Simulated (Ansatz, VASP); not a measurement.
## Two plane-wave programs on Zn4Se3S

```
Zn Se S
1.0
     4.09946   -0.03927    0.02079
    -0.03927    3.94171    0.05780
     0.05877    0.16339   11.27928
Zn Se S
4 3 1
Direct
  0.50404 0.02760 0.88830
  0.00623 0.49078 0.12173
  0.50082 0.99463 0.37779
  0.00321 0.48755 0.62663
  0.47749 0.51173 0.24006
  0.00470 0.00353 0.50315
  0.51067 0.48561 0.75147
  0.99284 0.99857 0.99086
```

Change from the starting cell: cell x1, atoms moved at random (sigma 0.05 Å) and cell strained at random (1.5 %), then relaxed without symmetry.

Alike in both runs: task relaxation of cell and atoms; functional PBE; k mesh 4 × 4 × 2; occupations gaussian, width 0.1 eV; no spin polarisation.

|  | VASP | Ansatz |
| --- | --- | --- |
| version | VASP 6.6.1 | Ansatz 0.2.0 |
| potentials or method | VASP PAW PBE potentials, release 64 (Zn, Se, S), cutoff 600 eV | scalar-relativistic, plane waves, PAW |
| valence electrons in the cell | 72 | 102 |

|  | VASP | Ansatz | Ansatz less VASP |
| --- | --- | --- | --- |
| gap on the k mesh at the Fermi level, each at its own relaxed structure (eV) | 1.29 | 1.30 | +0.012 |
| relaxed volume (Å³/atom) | 22.75 | 22.70 | -0.049 |
| relaxed cell length with the largest relative difference (Å) | 4.023 | 4.018 | -0.0047 |

VASP's potentials hold 72 valence electrons a cell and Ansatz's 102, so a difference there can come from the potentials and not from the codes.
